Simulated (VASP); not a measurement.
Input of a VASP 6.6.1 run:

File INCAR:

```
ALGO     = Normal         # electronic algorithm
EDIFF    = 1E-6           # SCF threshold, eV
EDIFFG   = -0.04          # ionic threshold
ENCUT    = 600            # plane-wave cutoff, eV
GGA      = PE             # functional
IBRION   = 2              # ionic algorithm
ISIF     = 3              # what is computed and relaxed
ISMEAR   = 0              # smearing method
LASPH    = T              # aspherical terms in the spheres
LCHARG   = F              # write CHGCAR
LREAL    = F              # projectors in reciprocal space
LWAVE    = F              # write WAVECAR
NELM     = 60             # most SCF steps
NSW      = 90             # ionic steps
PREC     = Accurate       # precision mode
SIGMA    = 0.1            # smearing width, eV
```

The input KPOINTS:

```
k-points
0
Gamma
  4 4 4
```

Contents of POSCAR:

```
Bi4O
1.0
   -3.6820050100      3.6820050100      2.6254875500
    3.6820050100     -3.6820050100      2.6254875500
    3.6820050100      3.6820050100     -2.6254875500
Bi O
4 1
Direct
    0.0000000000      0.6609869300      0.6609869300
    0.0000000000      0.3390130700      0.3390130700
    0.6609869300      0.0000000000      0.6609869300
    0.3390130700      0.0000000000      0.3390130700
    0.0000000000      0.0000000000      0.0000000000
```

Potentials or basis: VASP PAW PBE potentials, release 64 (Bi_d, O).

The run is started by

```bash
$ cat potpaw_PBE.64/Bi_d/POTCAR potpaw_PBE.64/O/POTCAR > POTCAR
$ mpirun -np 1 vasp_std > vasp.out
```

Problem. What does it give for the band gap on the k mesh?

Solution. Zero (bands 33 and 34 overlap by 1.02 eV).

Problem. Predict the relaxed cell.

Solution. a = 6.430 Å, b = 6.430 Å, c = 6.430 Å, α = 95.84°, β = 95.84°, γ = 142.81°.

Problem. Predict the space group after relaxing (to 0.1 Å).

Solution. I4/mmm (No. 139).

Problem. Estimate the relaxed volume.

Solution. 30.47 Å³/atom.

Forces in eV/Å, atoms in the order of the input:
```
Bi  -0.037  0.000  0.000
Bi   0.037  0.000  0.000
Bi   0.000 -0.037  0.000
Bi   0.000  0.037  0.000
O    0.000  0.000  0.000
```

Caveat: the k points lie up to 0.42 Å⁻¹ apart in the final cell, too coarse for converged energies and pressures of a metal; spin-orbit coupling is left out, which moves the levels of the heavy elements.
